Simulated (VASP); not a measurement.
# AlN in VASP: single point with PBE

Aim: the single point of AlN with PBE.

Everything below comes from runs of VASP 6.6.1. Logs are shortened: lines on timing, memory, paths and dates and some standing lists are left out, and cuts for length are marked.

**1. The cell of the first run**

The cell holds a slab with vacuum, 32 atoms: a = 6.260 Å, b = 6.260 Å, c = 25.121 Å, α = 90.00°, β = 90.00°, γ = 120.00°.

**2. Single point, PBE**

The input, INCAR:

```
SYSTEM = AlN
PREC     = Accurate       ! precision mode
ENCUT    = 520            ! plane-wave cutoff, eV
EDIFF    = 1E-6           ! SCF threshold, eV
ISMEAR   = 0              ! smearing method
SIGMA    = 0.05           ! smearing width, eV
LREAL    = Auto         
LASPH    = .TRUE.         ! aspherical terms in the spheres
NELM     = 80             ! most SCF steps
ALGO     = Normal         ! electronic algorithm
ISIF     = 2              ! what is computed and relaxed
LWAVE    = .FALSE.        ! write WAVECAR
LCHARG   = .FALSE.        ! write CHGCAR
LDIPOL   = .TRUE.       
IDIPOL   = 3            
DIPOL    = 0.5 0.5 0.500
GGA      = PE             ! functional
NBANDS   = 86             ! bands
```

The input, KPOINTS:

```
Automatic mesh
0
G
  6 6 1
  0 0 0
```

The input, POSCAR:

```
AlN
1.0
    6.2604791255      0.0000000000      0.0000000000
   -3.1302395627      5.4217339625      0.0000000000
    0.0000000000      0.0000000000     25.1213864809
N Al
16 16
Direct
    0.1666666667      0.3333333333      0.3383571208
    0.1666666667      0.8333333333      0.3383571208
    0.6666666667      0.3333333333      0.3383571208
    0.6666666667      0.8333333333      0.3383571208
    0.3333333333      0.1666666667      0.4382317766
    0.3333333333      0.6666666667      0.4382317766
    0.8333333333      0.1666666667      0.4382317766
    0.8333333333      0.6666666667      0.4382317766
    0.1666666667      0.3333333333      0.5403091968
    0.1666666667      0.8333333333      0.5403091968
    0.6666666667      0.3333333333      0.5403091968
    0.6666666667      0.8333333333      0.5403091968
    0.3333333333      0.1666666667      0.6391514085
    0.3333333333      0.6666666667      0.6391514085
    0.8333333333      0.1666666667      0.6391514085
    0.8333333333      0.6666666667      0.6391514085
    0.3333333333      0.1666666667      0.3620189119
    0.3333333333      0.6666666667      0.3620189119
    0.8333333333      0.1666666667      0.3620189119
    0.8333333333      0.6666666667      0.3620189119
    0.1666666667      0.3333333333      0.4618935677
    0.1666666667      0.8333333333      0.4618935677
    0.6666666667      0.3333333333      0.4618935677
    0.6666666667      0.8333333333      0.4618935677
    0.3333333333      0.1666666667      0.5597172907
    0.3333333333      0.6666666667      0.5597172907
    0.8333333333      0.1666666667      0.5597172907
    0.8333333333      0.6666666667      0.5597172907
    0.1666666667      0.3333333333      0.6594370532
    0.1666666667      0.8333333333      0.6594370532
    0.6666666667      0.3333333333      0.6594370532
    0.6666666667      0.8333333333      0.6594370532
```

Potentials or basis: VASP PAW PBE potentials, release 64 (N, Al).

Command:

```console
> cat potpaw_PBE.64/N/POTCAR potpaw_PBE.64/Al/POTCAR > POTCAR
> mpirun -np 1 vasp_std > vasp.out
```

OUTCAR:

```text
SYSTEM = AlN
   PREC = Accurate
   ENCUT = 520
   EDIFF = 1E-6
   ISMEAR = 0
   LREAL = Auto
   LASPH = .TRUE.
   NELM = 80
   ISIF = 2
   GGA = PE

 ion  position               nearest neighbor table
   1  0.167  0.333  0.338-  17 1.90  18 1.90  19 1.90
   2  0.167  0.833  0.338-  18 1.90  17 1.90  20 1.90
   3  0.667  0.333  0.338-  19 1.90  20 1.90  17 1.90
   4  0.667  0.833  0.338-  20 1.90  19 1.90  18 1.90
   5  0.333  0.167  0.438-  21 1.90  22 1.90  23 1.90  17 1.91
   6  0.333  0.667  0.438-  22 1.90  21 1.90  24 1.90  18 1.91
   7  0.833  0.167  0.438-  23 1.90  24 1.90  21 1.90  19 1.91
   8  0.833  0.667  0.438-  24 1.90  23 1.90  22 1.90  20 1.91
   9  0.167  0.333  0.540-  25 1.87  26 1.87  27 1.87  21 1.97
  10  0.167  0.833  0.540-  26 1.87  25 1.87  28 1.87  22 1.97
  11  0.667  0.333  0.540-  27 1.87  28 1.87  25 1.87  23 1.97
  12  0.667  0.833  0.540-  28 1.87  27 1.87  26 1.87  24 1.97
  13  0.333  0.167  0.639-  29 1.88  30 1.88  31 1.88  25 2.00
  14  0.333  0.667  0.639-  30 1.88  29 1.88  32 1.88  26 2.00
  15  0.833  0.167  0.639-  31 1.88  32 1.88  29 1.88  27 2.00
  16  0.833  0.667  0.639-  32 1.88  31 1.88  30 1.88  28 2.00
  17  0.333  0.167  0.362-   1 1.90   2 1.90   3 1.90   5 1.91  21 3.09  22 3.09  23 3.09  18 3.13
[... 38 lines left out ...]
 A1 = (   6.2604791255,   0.0000000000,   0.0000000000)
 A2 = (  -3.1302395627,   5.4217339625,   0.0000000000)
 A3 = (   0.0000000000,   0.0000000000,  25.1213864809)

Analysis of symmetry for initial positions (statically):
=====================================================================
 Subroutine PRICEL returns following result:

  LATTYP: Found a hexagonal cell.
 ALAT       =     3.1302395628
 C/A-ratio  =     8.0253878265

  Lattice vectors:

 A1 = (   3.1302395627,   0.0000000000,   0.0000000000)
 A2 = (  -1.5651197813,   2.7108669813,   0.0000000000)
 A3 = (   0.0000000000,   0.0000000000,  25.1213864809)

   4 primitive cells build up your supercell.

 Routine SETGRP: Setting up the symmetry group for a
 hexagonal supercell.

 Subroutine GETGRP returns: Found  6 space group operations
 (whereof  6 operations were pure point group operations)
 out of a pool of 24 trial point group operations.

The static configuration has the point symmetry C_3v.

Analysis of symmetry for dynamics (positions and initial velocities):
=====================================================================
 Subroutine PRICEL returns following result:

  LATTYP: Found a hexagonal cell.
[... 125 lines left out ...]
   EMIN   =  10.00;   EMAX   =-10.00  energy-range for DOS
   EFERMI =   0.00;   METHOD = LEGACY
   ISMEAR =     0;   SIGMA  =   0.05  broadening in eV -4-tet -1-fermi 0-gaus
   EFERMI_NEDOS =   21; number of points for ismear=-14 and -15
   IALGO  =     38    algorithm
   IMIX   =      4    mixing-type and parameters
     AMIX     =   0.40;   BMIX     =  1.00
     AMIX_MAG =   1.60;   BMIX_MAG =  1.00
  volume/ion in A,a.u.               =      26.65       179.82
  Fermi-wavevector in a.u.,A,eV,Ry     =   0.870058  1.644172 10.299630  0.757001
  Thomas-Fermi vector in A             =   1.988969
   LORBIT       =      0    0 simple, 1 ext, 2 COOP (PROOUT), +10 PAW based schemes
   GGA     = PE    functional components
   LHFCALC =     F    Hartree Fock is set to
   AEXX    =    0.0000 exact exchange contribution
   IVDW    =     0    specifies the selected vdW correction
   LEPSILON=     F    determine dielectric tensor
   LRPA    =     F    only Hartree local field effects (RPA)
 non-spin polarized calculation
 Gauss-broadening in eV      SIGMA  =   0.05
  energy-cutoff  :      520.00
  volume of cell :      852.69
 maximum number of plane-waves:     22980
 NGX is ok and might be reduce to    48
   NGX = 23   NGY = 23   NGZ = 93

 dipolmoment           0.000000      0.000000      0.032712 electrons x Angstroem

 number of electron     127.9999998 magnetization

 dipolmoment           0.000000      0.000000     -0.679027 electrons x Angstroem

 Free energy of the ion-electron system (eV)
  ---------------------------------------------------
  ext. energy  EPLUGINS =         0.00000000
  ---------------------------------------------------
  free energy    TOTEN  =      -222.83536432 eV

  energy without entropy =     -222.81102642  energy(sigma->0) =     -222.82319537

 E-fermi :  -0.3248     XC(G=0):  -5.0927

 val. band max:       -0.3873698984   @ k =   0.1667   0.1667   0.0000
 cond. band min:      -0.3245940751   @ k =   0.3333  -0.0000   0.0000
 fundamental gap:      0.0627758233
 Fermi energy:        -0.3247856038

 k-point     1 :       0.0000    0.0000    0.0000
  band No.  band energies     occupation
      1     -18.0855      2.00000
      2     -17.0391      2.00000
      3     -16.4550      2.00000
      4     -16.4550      2.00000
      5     -16.4550      2.00000
      6     -15.8343      2.00000
[... 542 lines left out ...]
     75       4.2307      0.00000
     76       4.2307      0.00000
 [bands above 76 left out]

------------------------ aborting loop because EDIFF is reached ----------------------------------------

 vacuum level on the upper side and lower side of the slab       (xc-potential included)        -1.946         1.600

  FORCE on cell =-STRESS in cart. coord.  units (eV):
  Direction    XX          YY          ZZ          XY          YZ          ZX
  --------------------------------------------------------------------------------------
  -------------------------------------------------------------------------------------
  Total       -0.7028072     -0.7028072     -3.2699630     -0.0000000     -0.0000000     -0.0000000
  in kB       -1.3205579     -1.3205579     -6.1441815     -0.0000000     -0.0000000     -0.0000000
  external PRESSURE =      -2.9284324 kB  Pullay stress =       0.0000000 kB

 VOLUME and BASIS-vectors are now :
 -----------------------------------------------------------------------------
  energy-cutoff  :      520.00
  volume of cell :      852.69
      direct lattice vectors                 reciprocal lattice vectors
     6.260479125  0.000000000  0.000000000     0.159732183  0.092221419  0.000000000
    -3.130239563  5.421733963  0.000000000     0.000000000  0.184442838  0.000000000
     0.000000000  0.000000000 25.121386481     0.000000000  0.000000000  0.039806720

 POSITION                                       TOTAL-FORCE (eV/Angst)
 -----------------------------------------------------------------------------------
      0.00000      1.80724      8.50000        -0.000000      0.000000      2.099765
     -1.56512      4.51811      8.50000        -0.000000      0.000000      2.099765
      3.13024      1.80724      8.50000        -0.000000     -0.000000      2.099765
      1.56512      4.51811      8.50000        -0.000000      0.000000      2.099765
      1.56512      0.90362     11.00899         0.000000     -0.000000      1.933067
     -0.00000      3.61449     11.00899         0.000000     -0.000000      1.933067
[... 24 lines left out ...]
      3.13024      1.80724     16.56597         0.000000      0.000000      0.024500
      1.56512      4.51811     16.56597         0.000000      0.000000      0.024500
 -----------------------------------------------------------------------------------
    total drift:                                0.000001      0.000001      0.029514

  FREE ENERGIE OF THE ION-ELECTRON SYSTEM (eV)
  ---------------------------------------------------
  free  energy   TOTEN  =      -222.8353643161 eV

  energy  without entropy=     -222.8110264166  energy(sigma->0) =     -222.82319537

 vacuum level on the upper side and lower side of the slab         3.566         7.192
```

Run time: 38 min. Hardware: 1 thread of Intel Xeon Platinum 8259CL at 2.50GHz (Skylake/Cascade Lake), shared host; peak memory 1 GiB.

Results:

```yaml
Free_energy: -222.8354 eV
Largest_force: 2.705 eV/Å
Band_gap_on_the_k_mesh: zero (bands 64 and 65 overlap by 0.13 eV)
```

Forces on the atoms (eV/Å):
```
N    0.000  0.000  2.100
N    0.000  0.000  2.100
N    0.000  0.000  2.100
N    0.000  0.000  2.100
N    0.000  0.000  1.933
N    0.000  0.000  1.933
N    0.000  0.000  1.933
N    0.000  0.000  1.933
N    0.000  0.000 -0.022
N    0.000  0.000 -0.022
N    0.000  0.000 -0.022
N    0.000  0.000 -0.022
N    0.000  0.000 -0.007
N    0.000  0.000 -0.007
N    0.000  0.000 -0.007
N    0.000  0.000 -0.007
Al   0.000  0.000 -2.705
Al   0.000  0.000 -2.705
Al   0.000  0.000 -2.705
Al   0.000  0.000 -2.705
Al   0.000  0.000 -1.339
Al   0.000  0.000 -1.339
Al   0.000  0.000 -1.339
Al   0.000  0.000 -1.339
Al   0.000  0.000  0.015
Al   0.000  0.000  0.015
Al   0.000  0.000  0.015
Al   0.000  0.000  0.015
Al   0.000  0.000  0.025
Al   0.000  0.000  0.025
Al   0.000  0.000  0.025
Al   0.000  0.000  0.025
```
